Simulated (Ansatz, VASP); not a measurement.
## Zr: VASP beside Ansatz

File INCAR:

```
AGGAC = 1.0 ; AGGAX = 1.0
ALDAC = 0.0 ; ALDAX = 1.0
ALGO = Normal ; EDIFF = 1E-6
ENCUT = 520 ; GGA = B5
ISIF = 2 ; ISMEAR = -1
LASPH = T ; LCHARG = T
LELF = T ; LREAL = F
LVHAR = T ; LWAVE = F
NBANDS = 19 ; NELM = 60
PREC = Accurate ; SIGMA = 0.1
```

Contents of KPOINTS:

```
k-points
0
Gamma
  14 14 14
```

File POSCAR:

```
Zr
1.0
    0.0000000000      3.1878434786      3.1878434786
    3.1878434786      0.0000000000      3.1878434786
    3.1878434786      3.1878434786      0.0000000000
Zr
2
Direct
    0.1250000000      0.1250000000      0.1250000000
    0.8750000000      0.8750000000      0.8750000000
```

Input for Ansatz:

```yaml
crystal:
  lattice:
    - [0.0, 3.1878434786, 3.1878434786]
    - [3.1878434786, 0.0, 3.1878434786]
    - [3.1878434786, 3.1878434786, 0.0]
  atoms:
    - { symbol: Zr, position: [0.125, 0.125, 0.125] }
    - { symbol: Zr, position: [0.875, 0.875, 0.875] }
hamiltonian:
  xc: blyp
  pseudopotentials:
    kind: paw
    azcp:
      Zr: "pseudopotentials/Zr.paw.azcp"
basis:
  ecutwfc: 420
  fft_grid_basis: typed
kpoints:
  mp_grid: { grid: [14, 14, 14], shift: [0, 0, 0] }
magnetization:
  spin_polarized: false
scf:
  occupations: { method: fermi_dirac, width: 0.1 }
output:
  stress: true
```

Alike in both runs: task single point; functional BLYP; k mesh 14 × 14 × 14; occupations fermi-dirac, width 0.1 eV; no spin polarisation.

```csv
,VASP,Ansatz
version,VASP 6.6.1,Ansatz 0.2.0
potentials or method,"VASP PAW PBE potentials, release 64 (Zr_sv), cutoff 520 eV","plane waves (420 eV) with PAW, scalar-relativistic"
valence electrons in the cell,24,24
```

```csv
,VASP,Ansatz,Ansatz less VASP
pressure (GPa),1.2,1.2,-0.04
```

VASP's potentials were made for PBE, not for BLYP. With one functional, cell and mesh, what is left measures potentials, basis and numerics.
